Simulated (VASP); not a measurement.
# SnSe in VASP: notebook

SnSe is run at these levels: PBE; tasks: electric field gradients.

All numbers are computed with VASP 6.6.1; they aren't measurements. Logs are shortened: lines on timing, memory, paths and dates and some standing lists are left out, and cuts for length are marked.

## (1) The cell of the first run

Symmetry: I4/mmm, No. 139, tetragonal system. Conventional cell: a = 4.342 Å, b = 4.342 Å, c = 6.020 Å, α = 90.00°, β = 90.00°, γ = 90.00°. Sn (site symmetry 4/mmm) has 6 Se at 3.01 to 3.07 Å within 4.0 Å. Within 4.0 Å of Se (site symmetry 4/mmm) lie 6 Sn at 3.01 to 3.07 Å.

## (2) Electric field gradients, PBE (equal xx and yy strain of +2 %)

The input, INCAR:

```
ALGO = Normal
EDIFF = 1E-8
ENCUT = 520
GGA = PE
ISIF = 2
ISMEAR = -1
LASPH = True
LCHARG = False
LEFG = True
LREAL = False
LWAVE = False
NBANDS = 17
NELM = 80
PREC = Accurate
SIGMA = 0.02
```

The input, KPOINTS:

```
k-points
0
Gamma
  9 9 9
```

The input, POSCAR:

```
SnSe
1.0
    0.0000000000      3.0702000000      3.0100000000
    3.0702000000      0.0000000000      3.0100000000
    3.0702000000      3.0702000000      0.0000000000
Sn Se
1 1
Direct
    0.0000000000      0.0000000000      0.0000000000
    0.5000000000      0.5000000000      0.5000000000
```

Potentials or basis: VASP PAW PBE potentials, release 64 (Sn_d, Se).

Launch:

```
> cat potpaw_PBE.64/Sn_d/POTCAR potpaw_PBE.64/Se/POTCAR > POTCAR
> mpirun -np 1 vasp_std > vasp.out
```

OUTCAR:

```text
EDIFF = 1E-8
   ENCUT = 520
   GGA = PE
   ISIF = 2
   ISMEAR = -1
   LASPH = True
   LREAL = False
   NELM = 80
   PREC = Accurate

 ion  position               nearest neighbor table
   1  0.000  0.000  0.000-   2 3.01   2 3.01   2 3.07   2 3.07   2 3.07   2 3.07
   2  0.500  0.500  0.500-   1 3.01   1 3.01   1 3.07   1 3.07   1 3.07   1 3.07

  LATTYP: Found a body centered tetragonal cell.
 ALAT       =     4.3419184792
 C/A-ratio  =     1.3864838847

  Lattice vectors:

 A1 = (   0.0000000000,  -3.0702000000,  -3.0100000000)
 A2 = (   0.0000000000,   3.0702000000,  -3.0100000000)
 A3 = (   3.0702000000,   0.0000000000,   3.0100000000)

Analysis of symmetry for initial positions (statically):
=====================================================================
 Subroutine PRICEL returns:
 Original cell was already a primitive cell.

 Routine SETGRP: Setting up the symmetry group for a
 body centered tetragonal supercell.

 Subroutine GETGRP returns: Found 16 space group operations
 (whereof 16 operations were pure point group operations)
 out of a pool of 16 trial point group operations.

The static configuration has the point symmetry D_4h.

Analysis of symmetry for dynamics (positions and initial velocities):
=====================================================================
 Subroutine PRICEL returns:
 Original cell was already a primitive cell.

 Routine SETGRP: Setting up the symmetry group for a
 body centered tetragonal supercell.

 Subroutine GETGRP returns: Found 16 space group operations
 (whereof 16 operations were pure point group operations)
 out of a pool of 16 trial point group operations.

The dynamic configuration has the point symmetry D_4h.

 Subroutine INISYM returns: Found 16 space group operations
 (whereof 16 operations are pure point group operations),
 and found     1 'primitive' translations

----------------------------------------------------------------------------------------

                                     Primitive cell

  volume of cell :      56.7453

  direct lattice vectors                    reciprocal lattice vectors
     0.000000000  3.070200000  3.010000000    -0.162855840  0.162855840  0.166112957
     3.070200000  0.000000000  3.010000000     0.162855840 -0.162855840  0.166112957
     3.070200000  3.070200000  0.000000000     0.162855840  0.162855840 -0.166112957

  length of vectors
     4.299561378  4.299561378  4.341918479     0.283967540  0.283967540  0.283967540

  position of ions in fractional coordinates (direct lattice)
     0.000000000  0.000000000  0.000000000
     0.500000000  0.500000000  0.500000000

  ion indices of the primitive-cell ions
   primitive index   ion index
                 1           1
                 2           2

----------------------------------------------------------------------------------------

 KPOINTS: k-points

Automatic generation of k-mesh.
 Grid dimensions read from file:
 generate k-points for:    9    9    9

 Generating k-lattice:

  Cartesian coordinates                     Fractional coordinates (reciprocal lattice)
    -0.018095093  0.018095093  0.018456995     0.111111111  0.000000000  0.000000000
     0.018095093 -0.018095093  0.018456995     0.000000000  0.111111111  0.000000000
     0.018095093  0.018095093 -0.018456995     0.000000000  0.000000000  0.111111111

  Length of vectors
     0.031551949  0.031551949  0.031551949

  Shift w.r.t. Gamma in fractional coordinates (k-lattice)
     0.000000000  0.000000000  0.000000000

 Subroutine IBZKPT returns following result:
 ===========================================

 Found     75 irreducible k-points:

 Following reciprocal coordinates:
            Coordinates               Weight
  0.000000  0.000000  0.000000      1.000000
  0.111111  0.000000  0.000000      8.000000
  0.222222  0.000000  0.000000      8.000000
  0.333333  0.000000  0.000000      8.000000
  0.444444  0.000000  0.000000      8.000000
  0.111111  0.111111  0.000000      2.000000
[... 16 lines left out ...]
 -0.333333  0.333333  0.000000      4.000000
  0.444444  0.444444  0.000000      2.000000
 [... further k-points ...]
   k-points           NKPTS =     75   k-points in BZ     NKDIM =     75   number of bands    NBANDS=     17
   number of dos      NEDOS =    301   number of ions     NIONS =      2
   total plane-waves  NPLWV =  32768
   dimension x,y,z NGX =    32 NGY =   32 NGZ =   32
   dimension x,y,z NGXF=    64 NGYF=   64 NGZF=   64
   ions per type =               1   1
   NGX,Y,Z   is equivalent  to a cutoff of  12.37, 12.37, 12.25 a.u.
   NGXF,Y,Z  is equivalent  to a cutoff of  24.75, 24.75, 24.50 a.u.
 SYSTEM =  unknown system
   PREC   = accura    normal or accurate (medium, high low for compatibility)
   ISTART =      0    job   : 0-new  1-cont  2-samecut
   ICHARG =      2    charge: 1-file 2-atom 10-const
   ISPIN  =      1    spin polarized calculation?
   LNONCOLLINEAR =      F non collinear calculations
   LSORBIT =      F    spin-orbit coupling
   LASPH  =      T    aspherical Exc in radial PAW
   ENCUT  =  520.0 eV  38.22 Ry    6.18 a.u.   7.99  7.99  8.07*2*pi/ulx,y,z
   NELM   =     80;   NELMIN=  2; NELMDL= -5     # of ELM steps
   EDIFF  = 0.1E-07   stopping-criterion for ELM
   LREAL  =      F    real-space projection
   EDIFFG = 0.1E-06   stopping-criterion for IOM
   NSW    =      0    number of steps for IOM
   IBRION =     -1    ionic relax: 0-MD 1-quasi-New 2-CG
   NFREE  =      0    steps in history (QN), initial steepest desc. (CG)
   ISIF   =      2    stress and relaxation
   ISYM   =      2    0-nonsym 1-usesym 2-fastsym
   POTIM  = 0.5000    time-step for ionic-motion
   TEBEG  =    0.0;   TEEND  =   0.0 temperature during run
   PSTRESS=    0.0 pullay stress
   NELECT =      20.0000    total number of electrons
   NUPDOWN=      -1.0000    fix difference up-down
   EMIN   =  10.00;   EMAX   =-10.00  energy-range for DOS
   EFERMI =   0.00;   METHOD = LEGACY
   ISMEAR =    -1;   SIGMA  =   0.02  broadening in eV -4-tet -1-fermi 0-gaus
   EFERMI_NEDOS =   21; number of points for ismear=-14 and -15
   IALGO  =     38    algorithm
   IMIX   =      4    mixing-type and parameters
     AMIX     =   0.40;   BMIX     =  1.00
     AMIX_MAG =   1.60;   BMIX_MAG =  1.00
  volume/ion in A,a.u.               =      28.37       191.47
  Fermi-wavevector in a.u.,A,eV,Ry     =   1.156400  2.185280 18.194551  1.337262
  Thomas-Fermi vector in A             =   2.293021
   LORBIT       =      0    0 simple, 1 ext, 2 COOP (PROOUT), +10 PAW based schemes
   GGA     = PE    functional components
   LHFCALC =     F    Hartree Fock is set to
   AEXX    =    0.0000 exact exchange contribution
   IVDW    =     0    specifies the selected vdW correction
   LEPSILON=     F    determine dielectric tensor
   LRPA    =     F    only Hartree local field effects (RPA)
 non-spin polarized calculation
  energy-cutoff  :      520.00
  volume of cell :       56.75
 maximum number of plane-waves:      1552
   NGX = 15   NGY = 15   NGZ = 17

 number of electron      19.9999993 magnetization

 Free energy of the ion-electron system (eV)
  ---------------------------------------------------
  ext. energy  EPLUGINS =         0.00000000
  ---------------------------------------------------
  free energy    TOTEN  =        -8.21020704 eV

  energy without entropy =       -8.21020704  energy(sigma->0) =       -8.21020704

 E-fermi :   5.3820     XC(G=0):  -9.4174

 val. band max:        5.0518990644   @ k =  -0.3333  -0.0000   0.1111
 cond. band min:       5.6998034803   @ k =  -0.3333   0.1111   0.0000
 fundamental gap:      0.6479044159
 Fermi energy:         5.3820271964

 k-point     1 :       0.0000    0.0000    0.0000
  band No.  band energies     occupation
      1     -16.4655      2.00000
      2     -16.4622      2.00000
      3     -16.4584      2.00000
      4     -16.4584      2.00000
      5     -16.4521      2.00000
      6      -8.4450      2.00000
[... 9 lines left out ...]
     16      11.1687      0.00000
     17      13.1347      0.00000

 k-point     2 :       0.1111    0.0000    0.0000
  band No.  band energies     occupation
      1     -16.4650      2.00000
      2     -16.4626      2.00000
      3     -16.4579      2.00000
      4     -16.4573      2.00000
      5     -16.4525      2.00000
      6      -8.3648      2.00000
[... 9 lines left out ...]
     16      11.3992      0.00000
     17      13.8986      0.00000
[... 421 lines left out ...]
 k-point    24 :       0.4444    0.4444    0.0000
  band No.  band energies     occupation
      1     -16.4750      2.00000
      2     -16.4711      2.00000
      3     -16.4555      2.00000
      4     -16.4435      2.00000
      5     -16.4435      2.00000
      6      -7.3525      2.00000
[... 9 lines left out ...]
     16      16.4328      0.00000
     17      17.4975      0.00000

 [... further k-points ...]
[... 5 lines left out ...]
  --------------------------------------------------------------------------------------
  -------------------------------------------------------------------------------------
  Total       -0.5488793     -0.5488793      0.1954259      0.0000000      0.0000000      0.0000000
  in kB      -15.4973560    -15.4973560      5.5177597      0.0000000      0.0000000      0.0000000
  external PRESSURE =      -8.4923174 kB  Pullay stress =       0.0000000 kB

 VOLUME and BASIS-vectors are now :
 -----------------------------------------------------------------------------
  energy-cutoff  :      520.00
  volume of cell :       56.75
      direct lattice vectors                 reciprocal lattice vectors
     0.000000000  3.070200000  3.010000000    -0.162855840  0.162855840  0.166112957
     3.070200000  0.000000000  3.010000000     0.162855840 -0.162855840  0.166112957
     3.070200000  3.070200000  0.000000000     0.162855840  0.162855840 -0.166112957

 POSITION                                       TOTAL-FORCE (eV/Angst)
 -----------------------------------------------------------------------------------
      0.00000      0.00000      0.00000        -0.000000      0.000000      0.000000
      3.07020      3.07020      3.01000         0.000000     -0.000000     -0.000000
 -----------------------------------------------------------------------------------
    total drift:                                0.000000     -0.000000     -0.000000

  FREE ENERGIE OF THE ION-ELECTRON SYSTEM (eV)
  ---------------------------------------------------
  free  energy   TOTEN  =        -8.2102070380 eV

  energy  without entropy=       -8.2102070352  energy(sigma->0) =       -8.21020704

 Electric field gradients (V/A^2)
---------------------------------------------------------------------
 ion       V_xx      V_yy      V_zz      V_xy      V_xz      V_yz
---------------------------------------------------------------------
   1      13.701    13.701   -27.402    -0.000     0.000     0.000
   2       1.106     1.106    -2.212     0.000     0.000     0.000
---------------------------------------------------------------------

 Electric field gradients after diagonalization (V/A^2)
 (convention: |V_zz| > |V_xx| > |V_yy|)
----------------------------------------------------------------------
 ion       V_xx      V_yy      V_zz     asymmetry (V_yy - V_xx)/ V_zz
----------------------------------------------------------------------
   1      13.701    13.701   -27.402       0.000
   2       1.106     1.106    -2.212       0.000
----------------------------------------------------------------------

           NMR quadrupolar parameters

 Cq : quadrupolar parameter    Cq=e*Q*V_zz/h
 eta: asymmetry parameters     (V_yy - V_xx)/ V_zz
 Q  : nuclear electric quadrupole moment in mb (millibarn)
----------------------------------------------------------------------
 ion       Cq(MHz)       eta       Q (mb)
----------------------------------------------------------------------
   1      -0.066       0.000       1.000
   2      -0.005       0.000       1.000
----------------------------------------------------------------------
```

Run time: 68 s. Hardware: 1 thread of AMD EPYC 7R13 (Zen 3), shared host; peak memory 0.19 GiB.

Results:

```
Free energy            : -8.2102 eV
Pressure               : -0.8 GPa
Band gap on the k mesh : 0.65 eV, indirect (least direct gap 0.68 eV)
```

Levels at points of the mesh, in eV from the valence-band top:
```csv
k point,band 8,band 9,band 10,band 11,band 12,band 13
"(0.00, 0.00, 0.00)",-2.10,-1.91,-1.91,4.13,4.13,4.58
```

Electric field gradients, principal values (V/Å²):
| atom | least | middle | greatest (by size) |
| --- | --- | --- | --- |
| 1 Sn | 13.701 | 13.701 | -27.402 |
| 2 Se | 1.106 | 1.106 | -2.212 |

Caveat: the cell differs from its parent crystal (equal xx and yy strain of +2 %); without QUAD_EFG the Cq values of the log hold for a quadrupole moment of 1 mb, not for the nuclei; spin-orbit coupling is left out, which moves the levels of the heavy elements. A k mesh can miss the band edges.

[end of part 1 of 3]
